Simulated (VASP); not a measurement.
# Ba7NaF16 (a cell with a defect) in VASP: single point with PBE

Aim: the single point of Ba7NaF16 (a cell with a defect) with PBE.

Program: VASP 6.6.1. These are calculated values, not measurements. Logs are shortened: lines on timing, memory, paths and dates and some standing lists are left out, and cuts for length are marked.

## Step 1: The cell of the first run

The cell holds a defect, 24 atoms: a = 8.805 Å, b = 8.805 Å, c = 8.805 Å, α = 60.00°, β = 60.00°, γ = 60.00°.

## Step 2: Single point, PBE, collinear spin, ferromagnetic start

The input, INCAR:

```
PREC     = Accurate       # precision mode
ENCUT    = 520            # plane-wave cutoff, eV
EDIFF    = 1E-6           # SCF threshold, eV
ISMEAR   = -1             # smearing method
SIGMA    = 0.01           # smearing width, eV
LREAL    = Auto         
LASPH    = True           # aspherical terms in the spheres
NELM     = 150            # most SCF steps
ALGO     = Normal         # electronic algorithm
ISIF     = 2              # what is computed and relaxed
LWAVE    = False          # write WAVECAR
LCHARG   = False          # write CHGCAR
ISPIN    = 2              # spin polarisation
MAGMOM   = 1 0 0 0 0 0 0 0 0 0 0 0 0 0 0 0 0 0 0 0 0 0 0 0 # initial moments
LORBIT   = 11             # projections on sites
GGA      = PE             # functional
NBANDS   = 116            # bands
```

The input, KPOINTS:

```
regular mesh
0
Gamma
  3 3 3
```

The input, POSCAR:

```
Ba7NaF16
1.0
    0.0000000000      6.2257308170      6.2257308170
    6.2257308170      0.0000000000      6.2257308170
    6.2257308170      6.2257308170      0.0000000000
Na Ba F
1 7 16
Direct
    0.0000000000      0.0000000000      0.0000000000
    0.0000000000      0.0000000000      0.5000000000
    0.0000000000      0.5000000000      0.0000000000
    0.0000000000      0.5000000000      0.5000000000
    0.5000000000      0.0000000000      0.0000000000
    0.5000000000      0.0000000000      0.5000000000
    0.5000000000      0.5000000000      0.0000000000
    0.5000000000      0.5000000000      0.5000000000
    0.1250000000      0.1250000000      0.1250000000
    0.1250000000      0.1250000000      0.6250000000
    0.1250000000      0.6250000000      0.1250000000
    0.1250000000      0.6250000000      0.6250000000
    0.6250000000      0.1250000000      0.1250000000
    0.6250000000      0.1250000000      0.6250000000
    0.6250000000      0.6250000000      0.1250000000
    0.6250000000      0.6250000000      0.6250000000
    0.3750000000      0.3750000000      0.3750000000
    0.3750000000      0.3750000000      0.8750000000
    0.3750000000      0.8750000000      0.3750000000
    0.3750000000      0.8750000000      0.8750000000
    0.8750000000      0.3750000000      0.3750000000
    0.8750000000      0.3750000000      0.8750000000
    0.8750000000      0.8750000000      0.3750000000
    0.8750000000      0.8750000000      0.8750000000
```

Potentials or basis: VASP PAW PBE potentials, release 64 (Na_pv, Ba_sv, F).

On the command line:

```console
$ cat potpaw_PBE.64/Na_pv/POTCAR potpaw_PBE.64/Ba_sv/POTCAR potpaw_PBE.64/F/POTCAR > POTCAR
$ mpirun -np 1 vasp_std > vasp.out
```

OUTCAR:

```text
PREC = Accurate
   ENCUT = 520
   EDIFF = 1E-6
   ISMEAR = -1
   LREAL = Auto
   LASPH = True
   NELM = 150
   ISIF = 2
   ISPIN = 2
   LORBIT = 11
   GGA = PE

 ion  position               nearest neighbor table
   1  0.000  0.000  0.000-
   2  0.000  0.000  0.500-   9 2.70  10 2.70  12 2.70  14 2.70  19 2.70  21 2.70  23 2.70  24 2.70
                             4 4.40   6 4.40   3 4.40   5 4.40   3 4.40   4 4.40   8 4.40   5 4.40
   3  0.000  0.500  0.000-   9 2.70  11 2.70  12 2.70  15 2.70  18 2.70  21 2.70  22 2.70  24 2.70
                             4 4.40   7 4.40   2 4.40   4 4.40   8 4.40   2 4.40   5 4.40   5 4.40
   4  0.000  0.500  0.500-  10 2.70  11 2.70  12 2.70  16 2.70  17 2.70  21 2.70  22 2.70  23 2.70
                             8 4.40   2 4.40   3 4.40   3 4.40   7 4.40   2 4.40   6 4.40   6 4.40
   5  0.500  0.000  0.000-   9 2.70  13 2.70  14 2.70  15 2.70  18 2.70  19 2.70  20 2.70  24 2.70
                             6 4.40   7 4.40   2 4.40   6 4.40   8 4.40   3 4.40   7 4.40   8 4.40
   6  0.500  0.000  0.500-  10 2.70  13 2.70  14 2.70  16 2.70  17 2.70  19 2.70  20 2.70  23 2.70
                             8 4.40   2 4.40   5 4.40   5 4.40   7 4.40   4 4.40   7 4.40   8 4.40
   7  0.500  0.500  0.000-  11 2.70  13 2.70  15 2.70  16 2.70  17 2.70  18 2.70  20 2.70  22 2.70
                             8 4.40   3 4.40   5 4.40   4 4.40   6 4.40   8 4.40   5 4.40   6 4.40
   8  0.500  0.500  0.500-  12 2.70  14 2.70  15 2.70  16 2.70  17 2.70  18 2.70  19 2.70  21 2.70
                             7 4.40   4 4.40   6 4.40   3 4.40   5 4.40   7 4.40   2 4.40   5 4.40
   9  0.125  0.125  0.125-   2 2.70   3 2.70   5 2.70
  10  0.125  0.125  0.625-   2 2.70   4 2.70   6 2.70
  11  0.125  0.625  0.125-   3 2.70   4 2.70   7 2.70
  12  0.125  0.625  0.625-   2 2.70   3 2.70   4 2.70   8 2.70
  13  0.625  0.125  0.125-   5 2.70   6 2.70   7 2.70
  14  0.625  0.125  0.625-   2 2.70   5 2.70   6 2.70   8 2.70
  15  0.625  0.625  0.125-   3 2.70   5 2.70   7 2.70   8 2.70
  16  0.625  0.625  0.625-   4 2.70   6 2.70   7 2.70   8 2.70
  17  0.375  0.375  0.375-   4 2.70   6 2.70   7 2.70   8 2.70
  18  0.375  0.375  0.875-   3 2.70   5 2.70   7 2.70   8 2.70
  19  0.375  0.875  0.375-   2 2.70   5 2.70   6 2.70   8 2.70
  20  0.375  0.875  0.875-   5 2.70   6 2.70   7 2.70
  21  0.875  0.375  0.375-   2 2.70   3 2.70   4 2.70   8 2.70
  22  0.875  0.375  0.875-   3 2.70   4 2.70   7 2.70
  23  0.875  0.875  0.375-   2 2.70   4 2.70   6 2.70
  24  0.875  0.875  0.875-   2 2.70   3 2.70   5 2.70

  LATTYP: Found a face centered cubic cell.
 ALAT       =    12.4514616340

  Lattice vectors:

 A1 = (   0.0000000000,   6.2257308170,   6.2257308170)
 A2 = (   6.2257308170,   0.0000000000,   6.2257308170)
 A3 = (   6.2257308170,   6.2257308170,   0.0000000000)

Analysis of symmetry for initial positions (statically):
=====================================================================
 Subroutine PRICEL returns:
 Original cell was already a primitive cell.

 Routine SETGRP: Setting up the symmetry group for a
 face centered cubic supercell.

 Subroutine GETGRP returns: Found 48 space group operations
 (whereof 48 operations were pure point group operations)
 out of a pool of 48 trial point group operations.

The static configuration has the point symmetry O_h .

Analysis of symmetry for dynamics (positions and initial velocities):
=====================================================================
 Subroutine PRICEL returns:
 Original cell was already a primitive cell.

 Routine SETGRP: Setting up the symmetry group for a
 face centered cubic supercell.

 Subroutine GETGRP returns: Found 48 space group operations
 (whereof 48 operations were pure point group operations)
 out of a pool of 48 trial point group operations.

The dynamic configuration has the point symmetry O_h .

Analysis of structural, dynamic, and magnetic symmetry:
=====================================================================
 Subroutine PRICEL returns:
 Original cell was already a primitive cell.

 Routine SETGRP: Setting up the symmetry group for a
 face centered cubic supercell.

 Subroutine GETGRP returns: Found 48 space group operations
 (whereof 48 operations were pure point group operations)
 out of a pool of 48 trial point group operations.

The overall configuration has the point symmetry O_h .

 Subroutine INISYM returns: Found 48 space group operations
 (whereof 48 operations are pure point group operations),
 and found     1 'primitive' translations

[... 108 lines left out ...]
   PREC   = accura    normal or accurate (medium, high low for compatibility)
   ISTART =      0    job   : 0-new  1-cont  2-samecut
   ICHARG =      2    charge: 1-file 2-atom 10-const
   ISPIN  =      2    spin polarized calculation?
   LNONCOLLINEAR =      F non collinear calculations
   LSORBIT =      F    spin-orbit coupling
   LASPH  =      T    aspherical Exc in radial PAW
   ENCUT  =  520.0 eV  38.22 Ry    6.18 a.u.  16.37 16.37 16.37*2*pi/ulx,y,z
   NELM   =    150;   NELMIN=  2; NELMDL= -5     # of ELM steps
   EDIFF  = 0.1E-05   stopping-criterion for ELM
   LREAL  =      T    real-space projection
   EDIFFG = 0.1E-04   stopping-criterion for IOM
   NSW    =      0    number of steps for IOM
   IBRION =     -1    ionic relax: 0-MD 1-quasi-New 2-CG
   NFREE  =      0    steps in history (QN), initial steepest desc. (CG)
   ISIF   =      2    stress and relaxation
   ISYM   =      2    0-nonsym 1-usesym 2-fastsym
   POTIM  = 0.5000    time-step for ionic-motion
   TEBEG  =    0.0;   TEEND  =   0.0 temperature during run
   PSTRESS=    0.0 pullay stress
   NELECT =     189.0000    total number of electrons
   NUPDOWN=      -1.0000    fix difference up-down
   EMIN   =  10.00;   EMAX   =-10.00  energy-range for DOS
   EFERMI =   0.00;   METHOD = LEGACY
   ISMEAR =    -1;   SIGMA  =   0.01  broadening in eV -4-tet -1-fermi 0-gaus
   EFERMI_NEDOS =   21; number of points for ismear=-14 and -15
   IALGO  =     38    algorithm
   IMIX   =      4    mixing-type and parameters
     AMIX     =   0.40;   BMIX     =  1.00
     AMIX_MAG =   1.60;   BMIX_MAG =  1.00
  volume/ion in A,a.u.               =      20.11       135.70
  Fermi-wavevector in a.u.,A,eV,Ry     =   1.197738  2.263396 19.518590  1.434576
  Thomas-Fermi vector in A             =   2.333645
   LORBIT       =     11    0 simple, 1 ext, 2 COOP (PROOUT), +10 PAW based schemes
   GGA     = PE    functional components
   LHFCALC =     F    Hartree Fock is set to
   AEXX    =    0.0000 exact exchange contribution
   IVDW    =     0    specifies the selected vdW correction
   LEPSILON=     F    determine dielectric tensor
   LRPA    =     F    only Hartree local field effects (RPA)
 spin polarized calculation
  energy-cutoff  :      520.00
  volume of cell :      482.62
 maximum number of plane-waves:     13027
 NGX is ok and might be reduce to    70
   NGX = 33   NGY = 33   NGZ = 33

 number of electron     189.0000069 magnetization       0.9999334

 Free energy of the ion-electron system (eV)
  ---------------------------------------------------
  ext. energy  EPLUGINS =         0.00000000
  ---------------------------------------------------
  free energy    TOTEN  =      -129.52302658 eV

  energy without entropy =     -129.51349660  energy(sigma->0) =     -129.51826159

 E-fermi :  -2.4024     XC(G=0):  -8.4379

 val. band max:       -2.4224237214   @ k =   0.3333   0.3333   0.0000
 cond. band min:      -2.3974319962   @ k =  -0.3333   0.3333   0.0000
 fundamental gap:      0.0249917252
 Fermi energy:        -2.4023613607

 spin component 1

 k-point     1 :       0.0000    0.0000    0.0000
  band No.  band energies     occupation
      1     -25.5975      1.00000
      2     -25.4176      1.00000
      3     -25.4176      1.00000
      4     -25.4176      1.00000
      5     -25.4037      1.00000
      6     -25.3477      1.00000
[... 425 lines left out ...]
    105       6.6425      0.00000
    106       6.7178      0.00000
 Fermi energy:        -2.4023613607

 spin component 2

 k-point     1 :       0.0000    0.0000    0.0000
  band No.  band energies     occupation
      1     -25.5919      1.00000
      2     -25.4132      1.00000
      3     -25.4132      1.00000
      4     -25.4132      1.00000
      5     -25.4019      1.00000
      6     -25.3448      1.00000
[... 425 lines left out ...]
    105       6.6490      0.00000
    106       6.7270      0.00000
 [bands above 106 left out]

------------------------ aborting loop because EDIFF is reached ----------------------------------------

  FORCE on cell =-STRESS in cart. coord.  units (eV):
  Direction    XX          YY          ZZ          XY          YZ          ZX
  --------------------------------------------------------------------------------------
  -------------------------------------------------------------------------------------
  Total        1.6786582      1.6786582      1.6786582      0.0000000      0.0000000     -0.0000000
  in kB        5.5727794      5.5727794      5.5727794      0.0000000      0.0000000     -0.0000000
  external PRESSURE =       5.5727794 kB  Pullay stress =       0.0000000 kB

 VOLUME and BASIS-vectors are now :
 -----------------------------------------------------------------------------
  energy-cutoff  :      520.00
  volume of cell :      482.62
      direct lattice vectors                 reciprocal lattice vectors
     0.000000000  6.225730817  6.225730817    -0.080311857  0.080311857  0.080311857
     6.225730817  0.000000000  6.225730817     0.080311857 -0.080311857  0.080311857
     6.225730817  6.225730817  0.000000000     0.080311857  0.080311857 -0.080311857

 POSITION                                       TOTAL-FORCE (eV/Angst)
 -----------------------------------------------------------------------------------
      0.00000      0.00000      0.00000         0.000000     -0.000000      0.000000
      3.11287      3.11287      0.00000         0.000000     -0.000000      0.000000
      3.11287      0.00000      3.11287         0.000000     -0.000000      0.000000
      6.22573      3.11287      3.11287         0.000000     -0.000000      0.000000
      0.00000      3.11287      3.11287         0.000000     -0.000000      0.000000
      3.11287      6.22573      3.11287        -0.000000     -0.000000      0.000000
[... 16 lines left out ...]
      7.78216      7.78216     10.89503        -0.028810     -0.028810      0.028810
     10.89503     10.89503     10.89503         0.028810      0.028810      0.028810
 -----------------------------------------------------------------------------------
    total drift:                                0.000000      0.000000      0.000000

  FREE ENERGIE OF THE ION-ELECTRON SYSTEM (eV)
  ---------------------------------------------------
  free  energy   TOTEN  =      -129.5230265789 eV

  energy  without entropy=     -129.5134965962  energy(sigma->0) =     -129.51826159

 total charge

# of ion       s       p       d       tot
------------------------------------------
    1        0.020   5.960   0.000   5.980
    2        1.998   5.645   0.223   7.866
    3        1.998   5.645   0.223   7.866
    4        1.998   5.645   0.223   7.866
    5        1.998   5.645   0.223   7.866
    6        1.998   5.645   0.223   7.866
[... 16 lines left out ...]
   23        1.737   4.319   0.000   6.056
   24        1.737   4.319   0.000   6.056
--------------------------------------------------
tot         41.776 114.886   1.563 158.226

 magnetization (x)

# of ion       s       p       d       tot
------------------------------------------
    1       -0.000  -0.000   0.000  -0.001
    2       -0.000   0.005  -0.002   0.003
    3       -0.000   0.005  -0.002   0.003
    4       -0.000   0.005  -0.002   0.003
    5       -0.000   0.005  -0.002   0.003
    6       -0.000   0.005  -0.002   0.003
[... 16 lines left out ...]
   23        0.001   0.098   0.000   0.099
   24        0.001   0.098   0.000   0.099
--------------------------------------------------
tot          0.003   0.897  -0.013   0.887
```

It took 24 min on 1 thread of Intel Xeon 6975P-C, shared host; peak memory 1.1 GiB.

Results:

```
Free energy                                           : -129.5230 eV
Pressure                                              : 0.6 GPa
Largest force                                         : 0.050 eV/Å
Band gap on the k mesh                                : zero (filled and empty bands overlap)
Net moment                                            : 1.00 μB per cell
Site moments                                          : Na -0.00; Ba +0.00, -0.00; F +0.10, +0.01 μB
Valence electrons inside the program's atomic spheres : Na 5.98; Ba 7.87; F 6.06, 6.09
```

Forces on the atoms (eV/Å):
```
Na   0.000  0.000  0.000
Ba   0.000  0.000  0.000
Ba   0.000  0.000  0.000
Ba   0.000  0.000  0.000
Ba   0.000  0.000  0.000
Ba   0.000  0.000  0.000
Ba   0.000  0.000  0.000
Ba   0.000  0.000  0.000
F   -0.029 -0.029 -0.029
F    0.029  0.029 -0.029
F    0.029 -0.029  0.029
F    0.008 -0.008 -0.008
F   -0.029  0.029  0.029
F   -0.008  0.008 -0.008
F   -0.008 -0.008  0.008
F    0.008  0.008  0.008
F   -0.008 -0.008 -0.008
F    0.008  0.008 -0.008
F    0.008 -0.008  0.008
F    0.029 -0.029 -0.029
F   -0.008  0.008  0.008
F   -0.029  0.029 -0.029
F   -0.029 -0.029  0.029
F    0.029  0.029  0.029
```

Levels at points of the mesh, in eV from the Fermi level:
Spin up:
| k point | band 91 | band 92 | band 93 | band 94 | band 95 | band 96 | band 97 | band 98 | band 99 | band 100 |
| --- | --- | --- | --- | --- | --- | --- | --- | --- | --- | --- |
| (0.00, 0.00, 0.00) | -0.26 | -0.20 | -0.20 | -0.20 | -0.14 | 6.57 | 7.18 | 7.43 | 7.43 | 8.76 |
Spin down:
```csv
k point,band 89,band 90,band 91,band 92,band 93,band 94,band 95,band 96,band 97,band 98
"(0.00, 0.00, 0.00)",-0.15,-0.11,-0.11,-0.07,-0.07,-0.07,0.02,6.59,7.20,7.45
```

Caveat: spin-orbit coupling is left out, which moves the levels of the heavy elements.
